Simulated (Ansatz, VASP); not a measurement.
## One calculation of VN2, two programs

The input INCAR:

```
SYSTEM = VN2
PREC     = Accurate       ! precision mode
ENCUT    = 520            ! plane-wave cutoff, eV
EDIFF    = 1E-6           ! SCF threshold, eV
ISMEAR   = 0              ! smearing method
SIGMA    = 0.15           ! smearing width, eV
LREAL    = .FALSE.        ! projectors in reciprocal space
LASPH    = .TRUE.         ! aspherical terms in the spheres
NELM     = 100            ! most SCF steps
ALGO     = Fast           ! electronic algorithm
ISIF     = 2              ! what is computed and relaxed
LWAVE    = .FALSE.        ! write WAVECAR
LCHARG   = .TRUE.         ! write CHGCAR
GGA      = PE             ! functional
LELF     = .TRUE.         ! ELF
LVHAR    = .TRUE.       
NBANDS   = 32             ! bands
```

Contents of KPOINTS:

```
regular mesh
0
G
  16 16 16
  0 0 0
```

File POSCAR:

```
VN2
1.0
   -2.1533489894      2.1533489894      2.5463471024
    2.1533489894     -2.1533489894      2.5463471024
    2.1533489894      2.1533489894     -2.5463471024
V N
2 4
Direct
    0.2500000000      0.2500000000      0.0000000000
    0.7500000000      0.7500000000      0.0000000000
    0.1135731475      0.6135731475      0.7271462950
    0.6135731475      0.8864268525      0.5000000000
    0.8864268525      0.3864268525      0.2728537050
    0.3864268525      0.1135731475      0.5000000000
```

Input for Ansatz:

```yaml
crystal:
  lattice:
    - [-2.1533489894, 2.1533489894, 2.5463471024]
    - [2.1533489894, -2.1533489894, 2.5463471024]
    - [2.1533489894, 2.1533489894, -2.5463471024]
  atoms:
    - { symbol: V, position: [0.25, 0.25, 0.0] }
    - { symbol: V, position: [0.75, 0.75, 0.0] }
    - { symbol: "N", position: [0.1135731475, 0.6135731475, 0.727146295] }
    - { symbol: "N", position: [0.6135731475, 0.8864268525, 0.5] }
    - { symbol: "N", position: [0.8864268525, 0.3864268525, 0.272853705] }
    - { symbol: "N", position: [0.3864268525, 0.1135731475, 0.5] }
basis:
  ecutwfc: 420
kpoints:
  mp_grid: { grid: [16, 16, 16] }
hamiltonian:
  xc: pbe
scf:
  occupations: { method: gaussian, width: 0.15 }
output:
  forces: true
  stress: true
  eigenvalues: true
  write_density: true
  write_potential: true
  elf: true
  volumetric_format: npy
```

Change from the starting cell: strain +0.000 along x and y, +0.025 along z, atoms carried along.

Alike in both runs: task single point; functional PBE; k mesh 16 × 16 × 16; occupations gaussian, width 0.15 eV; no spin polarisation.

```csv
,VASP,Ansatz
version,VASP 6.6.1,Ansatz 0.2.0
potentials or method,"VASP PAW PBE potentials, release 64 (V_sv, N), cutoff 520 eV","scalar-relativistic, plane waves, PAW"
valence electrons in the cell,46,46
```

|  | VASP | Ansatz | Ansatz less VASP |
| --- | --- | --- | --- |
| gap on the k mesh at the Fermi level (eV) | none | none | - |
| pressure (GPa) | -6.0 | -6.7 | -0.65 |
| traceless stress, the component that is largest in VASP (GPa) | -6.13 | -6.01 | +0.122 |
| rms of the force components (eV/Å) | 0.032 | 0.056 | +0.0241 |

Atom by atom the forces differ by 0.024 eV/Å (rms over components). A gap of «none» marks a metal or a gap that the smearing closes.
